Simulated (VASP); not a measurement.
# Al2O3 (Pnnm) in VASP: further runs

Runs on Al2O3. Level: r2SCAN. Tasks: single point.

Everything below comes from runs of VASP 6.6.1. Logs are shortened: lines on timing, memory, paths and dates and some standing lists are left out, and cuts for length are marked.

## 1. The cell of the first run

The structure is orthorhombic, space group Pnnm (No. 58). Conventional cell: a = 4.791 Å, b = 9.272 Å, c = 2.995 Å, α = 90.00°, β = 90.00°, γ = 90.00°. Al (site symmetry m) has 4 O at 1.62 to 1.82 Å within 2.2 Å. Within 2.4 Å of O (site symmetry m) lie 3 Al at 1.80 to 1.82 Å. O (site symmetry 2/m) has 2 Al at 1.62 Å within 2.2 Å.

## 2. Single point, r2SCAN (strain +0.0350 x Voigt [1, -1, 0, 0, 0, 0])

Input file POSCAR:

```
Al2O3
1.0
    4.7909682422      0.0000000000      0.0000000000
    0.0000000000      9.2724918679      0.0000000000
    0.0000000000      0.0000000000      2.9954281823
Al O
4 6
Direct
    0.4149577251      0.3307998761      0.5000000000
    0.5850422749      0.6692001239      0.5000000000
    0.9149577251      0.1692001239      0.0000000000
    0.0850422749      0.8307998761      0.0000000000
    0.7326465181      0.2226010545      0.5000000000
    0.0000000000      0.0000000000      0.0000000000
    0.7673534819      0.7226010545      0.0000000000
    0.2326465181      0.2773989455      0.0000000000
    0.2673534819      0.7773989455      0.5000000000
    0.5000000000      0.5000000000      0.5000000000
```

Input file INCAR.step1:

```
SYSTEM = Al2O3
PREC = Accurate
ENCUT = 520
ISMEAR = 0
SIGMA = 0.05
LREAL = .FALSE.
LASPH = .TRUE.
NELM = 80
NBANDS = 35
GGA = PE
ALGO = Normal
EDIFF = 1E-4
LWAVE = .TRUE.
LCHARG = .FALSE.
```

Input file INCAR.step2:

```
SYSTEM = Al2O3
PREC = Accurate
ENCUT = 520
EDIFF = 1E-7
ISMEAR = 0
SIGMA = 0.05
LREAL = .FALSE.
LASPH = .TRUE.
NELM = 80
ALGO = Normal
ISIF = 2
LWAVE = .FALSE.
LCHARG = .FALSE.
METAGGA = R2SCAN
LMIXTAU = .TRUE.
NBANDS = 35
ISTART = 1
```

Input file KPOINTS:

```
Automatic mesh
0
G
  6 4 8
  0 0 0
```

Potentials or basis: VASP PAW PBE potentials, release 64 (Al, O).

The run is started by

```
> cat potpaw_PBE.64/Al/POTCAR potpaw_PBE.64/O/POTCAR > POTCAR
> cp INCAR.step1 INCAR
> mpirun -np 1 vasp_std > vasp.out
> cp INCAR.step2 INCAR
> mpirun -np 1 vasp_std > vasp.out
```

OUTCAR:

```text
SYSTEM = Al2O3
   PREC = Accurate
   ENCUT = 520
   EDIFF = 1E-7
   ISMEAR = 0
   LREAL = .FALSE.
   LASPH = .TRUE.
   NELM = 80
   ISIF = 2
   METAGGA = R2SCAN
   ISTART = 1

 ion  position               nearest neighbor table
   1  0.415  0.331  0.500-  10 1.62   8 1.80   8 1.80   5 1.82   3 3.20   3 3.20   3 3.20   3 3.20
                             2 3.24
   2  0.585  0.669  0.500-  10 1.62   7 1.80   7 1.80   9 1.82   4 3.20   4 3.20   4 3.20   4 3.20
                             1 3.24
   3  0.915  0.169  0.000-   6 1.62   5 1.80   5 1.80   8 1.82   1 3.20   1 3.20   1 3.20   1 3.20
                             4 3.24
   4  0.085  0.831  0.000-   6 1.62   9 1.80   9 1.80   7 1.82   2 3.20   2 3.20   2 3.20   2 3.20
                             3 3.24
   5  0.733  0.223  0.500-   3 1.80   3 1.80   1 1.82
   6  0.000  0.000  0.000-   3 1.62   4 1.62
   7  0.767  0.723  0.000-   2 1.80   2 1.80   4 1.82
   8  0.233  0.277  0.000-   1 1.80   1 1.80   3 1.82
   9  0.267  0.777  0.500-   4 1.80   4 1.80   2 1.82
  10  0.500  0.500  0.500-   1 1.62   2 1.62

  LATTYP: Found a simple orthorhombic cell.
 ALAT       =     2.9954281823
 B/A-ratio  =     1.5994268434
 C/A-ratio  =     3.0955480498

  Lattice vectors:

 A1 = (   0.0000000000,   0.0000000000,   2.9954281823)
 A2 = (   4.7909682422,   0.0000000000,   0.0000000000)
 A3 = (   0.0000000000,   9.2724918679,   0.0000000000)

Analysis of symmetry for initial positions (statically):
=====================================================================
 Subroutine PRICEL returns:
 Original cell was already a primitive cell.

 Routine SETGRP: Setting up the symmetry group for a
 simple orthorhombic supercell.

 Subroutine GETGRP returns: Found  8 space group operations
 (whereof  4 operations were pure point group operations)
 out of a pool of  8 trial point group operations.

The static configuration has the point symmetry C_2h.
 The point group associated with its full space group is D_2h.

Analysis of symmetry for dynamics (positions and initial velocities):
=====================================================================
 Subroutine PRICEL returns:
 Original cell was already a primitive cell.

 Routine SETGRP: Setting up the symmetry group for a
 simple orthorhombic supercell.

 Subroutine GETGRP returns: Found  8 space group operations
 (whereof  4 operations were pure point group operations)
 out of a pool of  8 trial point group operations.

The dynamic configuration has the point symmetry C_2h.
 The point group associated with its full space group is D_2h.

 Subroutine INISYM returns: Found  8 space group operations
 (whereof  4 operations are pure point group operations),
 and found     1 'primitive' translations

----------------------------------------------------------------------------------------

                                     Primitive cell

  volume of cell :     133.0695

  direct lattice vectors                    reciprocal lattice vectors
     4.790968242  0.000000000  0.000000000     0.208726076  0.000000000  0.000000000
     0.000000000  9.272491868  0.000000000     0.000000000  0.107845875  0.000000000
     0.000000000  0.000000000  2.995428182     0.000000000  0.000000000  0.333842088

  length of vectors
     4.790968242  9.272491868  2.995428182     0.208726076  0.107845875  0.333842088

  position of ions in fractional coordinates (direct lattice)
     0.414957725  0.330799876  0.500000000
     0.585042275  0.669200124  0.500000000
     0.914957725  0.169200124  0.000000000
     0.085042275  0.830799876  0.000000000
     0.732646518  0.222601054  0.500000000
     0.000000000  0.000000000  0.000000000
     0.767353482  0.722601054  0.000000000
     0.232646518  0.277398946  0.000000000
     0.267353482  0.777398946  0.500000000
     0.500000000  0.500000000  0.500000000

  ion indices of the primitive-cell ions
   primitive index   ion index
                 1           1
                 2           2
                 3           3
                 4           4
                 5           5
                 6           6
                 7           7
                 8           8
                 9           9
                10          10

----------------------------------------------------------------------------------------

 KPOINTS: Automatic mesh

Automatic generation of k-mesh.
 Grid dimensions read from file:
 generate k-points for:    6    4    8

 Generating k-lattice:

  Cartesian coordinates                     Fractional coordinates (reciprocal lattice)
     0.034787679  0.000000000  0.000000000     0.166666667  0.000000000  0.000000000
     0.000000000  0.026961469  0.000000000     0.000000000  0.250000000  0.000000000
     0.000000000  0.000000000  0.041730261     0.000000000  0.000000000  0.125000000

  Length of vectors
     0.034787679  0.026961469  0.041730261

  Shift w.r.t. Gamma in fractional coordinates (k-lattice)
     0.000000000  0.000000000  0.000000000

 Subroutine IBZKPT returns following result:
 ===========================================

 Found     60 irreducible k-points:

 Following reciprocal coordinates:
            Coordinates               Weight
  0.000000  0.000000  0.000000      1.000000
  0.166667  0.000000  0.000000      2.000000
  0.333333  0.000000  0.000000      2.000000
  0.500000  0.000000  0.000000      1.000000
  0.000000  0.250000  0.000000      2.000000
  0.166667  0.250000  0.000000      4.000000
[... 16 lines left out ...]
  0.333333  0.500000  0.125000      4.000000
  0.500000  0.500000  0.125000      2.000000
 [... further k-points ...]
   k-points           NKPTS =     60   k-points in BZ     NKDIM =     60   number of bands    NBANDS=     35
   number of dos      NEDOS =    301   number of ions     NIONS =     10
   total plane-waves  NPLWV =  60480
   dimension x,y,z NGX =    36 NGY =   70 NGZ =   24
   dimension x,y,z NGXF=    72 NGYF=  140 NGZF=   48
   ions per type =               4   6
   NGX,Y,Z   is equivalent  to a cutoff of  12.49, 12.55, 13.32 a.u.
   NGXF,Y,Z  is equivalent  to a cutoff of  24.98, 25.10, 26.64 a.u.
 SYSTEM =  Al2O3
   PREC   = accura    normal or accurate (medium, high low for compatibility)
   ISTART =      1    job   : 0-new  1-cont  2-samecut
   ICHARG =      0    charge: 1-file 2-atom 10-const
   ISPIN  =      1    spin polarized calculation?
   LNONCOLLINEAR =      F non collinear calculations
   LSORBIT =      F    spin-orbit coupling
   LASPH  =      T    aspherical Exc in radial PAW
   ENCUT  =  520.0 eV  38.22 Ry    6.18 a.u.   8.91 17.24  5.57*2*pi/ulx,y,z
   NELM   =     80;   NELMIN=  2; NELMDL=  0     # of ELM steps
   EDIFF  = 0.1E-06   stopping-criterion for ELM
   LREAL  =      F    real-space projection
   EDIFFG = 0.1E-05   stopping-criterion for IOM
   NSW    =      0    number of steps for IOM
   IBRION =     -1    ionic relax: 0-MD 1-quasi-New 2-CG
   NFREE  =      0    steps in history (QN), initial steepest desc. (CG)
   ISIF   =      2    stress and relaxation
   ISYM   =      2    0-nonsym 1-usesym 2-fastsym
   POTIM  = 0.5000    time-step for ionic-motion
   TEBEG  =    0.0;   TEEND  =   0.0 temperature during run
   PSTRESS=    0.0 pullay stress
   NELECT =      48.0000    total number of electrons
   NUPDOWN=      -1.0000    fix difference up-down
   EMIN   =  10.00;   EMAX   =-10.00  energy-range for DOS
   EFERMI =   0.00;   METHOD = LEGACY
   ISMEAR =     0;   SIGMA  =   0.05  broadening in eV -4-tet -1-fermi 0-gaus
   EFERMI_NEDOS =   21; number of points for ismear=-14 and -15
   IALGO  =     38    algorithm
   IMIX   =      4    mixing-type and parameters
     AMIX     =   0.40;   BMIX     =  1.00
     AMIX_MAG =   1.60;   BMIX_MAG =  1.00
  volume/ion in A,a.u.               =      13.31        89.80
  Fermi-wavevector in a.u.,A,eV,Ry     =   1.165366  2.202222 18.477773  1.358078
  Thomas-Fermi vector in A             =   2.301893
   LORBIT       =      0    0 simple, 1 ext, 2 COOP (PROOUT), +10 PAW based schemes
   METAGGA = R2SCAN    functional components
   LHFCALC =     F    Hartree Fock is set to
   AEXX    =    0.0000 exact exchange contribution
   IVDW    =     0    specifies the selected vdW correction
   LEPSILON=     F    determine dielectric tensor
   LRPA    =     F    only Hartree local field effects (RPA)
 non-spin polarized calculation
 Gauss-broadening in eV      SIGMA  =   0.05
  energy-cutoff  :      520.00
  volume of cell :      133.07
 maximum number of plane-waves:      3616
 NGX is ok and might be reduce to    36
   NGX = 17   NGY = 35   NGZ = 11

 number of electron      47.9999979 magnetization

 Free energy of the ion-electron system (eV)
  ---------------------------------------------------
  ext. energy  EPLUGINS =         0.00000000
  ---------------------------------------------------
  free energy    TOTEN  =       -94.63047859 eV

  energy without entropy =      -94.63047859  energy(sigma->0) =      -94.63047859

 E-fermi :   1.8007     XC(G=0):  -9.3656

 val. band max:        1.5228676390   @ k =   0.0000   0.0000   0.0000
 cond. band min:       5.9740822995   @ k =   0.0000   0.0000   0.0000
 fundamental gap:      4.4512146605
 Fermi energy:         1.8006736448

 k-point     1 :       0.0000    0.0000    0.0000
  band No.  band energies     occupation
      1     -18.1703      2.00000
      2     -18.0493      2.00000
      3     -17.0643      2.00000
      4     -17.0401      2.00000
      5     -16.0337      2.00000
      6     -15.8587      2.00000
[... 27 lines left out ...]
     34      13.5993      0.00000
     35      14.9146      0.00000

 k-point     2 :       0.1667    0.0000    0.0000
  band No.  band energies     occupation
      1     -18.1073      2.00000
      2     -17.9888      2.00000
      3     -17.1563      2.00000
      4     -17.1156      2.00000
      5     -16.0120      2.00000
      6     -15.8654      2.00000
[... 27 lines left out ...]
     34      13.3389      0.00000
     35      14.4231      0.00000

 k-point     3 :       0.3333    0.0000    0.0000
  band No.  band energies     occupation
      1     -17.9291      2.00000
      2     -17.8188      2.00000
      3     -17.3866      2.00000
      4     -17.3161      2.00000
      5     -15.9655      2.00000
      6     -15.8855      2.00000
[... 27 lines left out ...]
     34      13.2126      0.00000
     35      13.7605      0.00000

 k-point     4 :       0.5000    0.0000    0.0000
  band No.  band energies     occupation
      1     -17.6700      2.00000
      2     -17.6700      2.00000
      3     -17.5751      2.00000
      4     -17.5751      2.00000
      5     -15.9197      2.00000
      6     -15.9197      2.00000
[... 27 lines left out ...]
     34      12.9324      0.00000
     35      13.8056      0.00000

 k-point     5 :       0.0000    0.2500    0.0000
  band No.  band energies     occupation
      1     -18.1540      2.00000
      2     -18.0686      2.00000
      3     -17.0597      2.00000
      4     -17.0428      2.00000
      5     -16.0078      2.00000
      6     -15.8840      2.00000
[... 638 lines left out ...]
 k-point    22 :       0.1667    0.5000    0.1250
  band No.  band energies     occupation
      1     -17.9637      2.00000
      2     -17.9637      2.00000
      3     -17.1030      2.00000
      4     -17.1030      2.00000
      5     -15.9067      2.00000
      6     -15.9067      2.00000
[... 27 lines left out ...]
     34      14.0308      0.00000
     35      14.6569      0.00000

 k-point    23 :       0.3333    0.5000    0.1250
  band No.  band energies     occupation
      1     -17.8003      2.00000
      2     -17.8003      2.00000
      3     -17.3018      2.00000
      4     -17.3018      2.00000
      5     -15.8946      2.00000
      6     -15.8946      2.00000
[... 27 lines left out ...]
     34      13.5495      0.00000
     35      14.1390      0.00000

 k-point    24 :       0.5000    0.5000    0.1250
  band No.  band energies     occupation
      1     -17.6004      2.00000
      2     -17.6004      2.00000
      3     -17.5187      2.00000
      4     -17.5187      2.00000
      5     -15.8890      2.00000
      6     -15.8890      2.00000
[... 27 lines left out ...]
     34      13.5135      0.00000
     35      13.5983      0.00000

 [... further k-points ...]

------------------------ aborting loop because EDIFF is reached ----------------------------------------

  FORCE on cell =-STRESS in cart. coord.  units (eV):
  Direction    XX          YY          ZZ          XY          YZ          ZX
  --------------------------------------------------------------------------------------
  -------------------------------------------------------------------------------------
  Total       -2.9944875     12.3239401     -2.1451518     -0.0000000      0.0000000      0.0000000
  in kB      -36.0540802    148.3820946    -25.8279507     -0.0000000      0.0000000      0.0000000
  external PRESSURE =      28.8333546 kB  Pullay stress =       0.0000000 kB

 VOLUME and BASIS-vectors are now :
 -----------------------------------------------------------------------------
  energy-cutoff  :      520.00
  volume of cell :      133.07
      direct lattice vectors                 reciprocal lattice vectors
     4.790968242  0.000000000  0.000000000     0.208726076  0.000000000  0.000000000
     0.000000000  9.272491868  0.000000000     0.000000000  0.107845875  0.000000000
     0.000000000  0.000000000  2.995428182     0.000000000  0.000000000  0.333842088

 POSITION                                       TOTAL-FORCE (eV/Angst)
 -----------------------------------------------------------------------------------
      1.98805      3.06734      1.49771        -0.350603     -1.997965     -0.000000
      2.80292      6.20515      1.49771         0.350603      1.997965      0.000000
      4.38353      1.56891      0.00000        -0.350603      1.997965     -0.000000
      0.40743      7.70359      0.00000         0.350603     -1.997965      0.000000
      3.51009      2.06407      1.49771        -0.077657      0.068630      0.000000
      0.00000      0.00000      0.00000         0.000000     -0.000000      0.000000
      3.67637      6.70031      0.00000         0.077657      0.068630      0.000000
      1.11460      2.57218      0.00000        -0.077657     -0.068630     -0.000000
      1.28088      7.20843      1.49771         0.077657     -0.068630      0.000000
      2.39548      4.63625      1.49771         0.000000     -0.000000      0.000000
 -----------------------------------------------------------------------------------
    total drift:                                0.000000      0.000000      0.000000

  FREE ENERGIE OF THE ION-ELECTRON SYSTEM (eV)
  ---------------------------------------------------
  free  energy   TOTEN  =       -94.6304785860 eV

  energy  without entropy=      -94.6304785860  energy(sigma->0) =      -94.63047859
```

Wall time 23 min (1 thread of Oxide Virtual Turin-like, shared host); peak memory 0.34 GiB.

Results:

```yaml
Free_energy: -94.6305 eV
Pressure: 2.9 GPa
Largest_force: 2.028 eV/Å
Band_gap_on_the_k_mesh: 4.45 eV
```

Forces on the atoms (eV/Å):
```
Al  -0.351 -1.998  0.000
Al   0.351  1.998  0.000
Al  -0.351  1.998  0.000
Al   0.351 -1.998  0.000
O   -0.078  0.069  0.000
O    0.000  0.000  0.000
O    0.078  0.069  0.000
O   -0.078 -0.069  0.000
O    0.078 -0.069  0.000
O    0.000  0.000  0.000
```

Caveat: the cell differs from its parent crystal (strain +0.0350 x Voigt [1, -1, 0, 0, 0, 0]); the stress differs along the axes, from -4 to 15 GPa; the PAW data sets were made with another functional, which shifts forces and pressure a little. A k mesh can miss the band edges.

(Continued in part 2 of 2.)
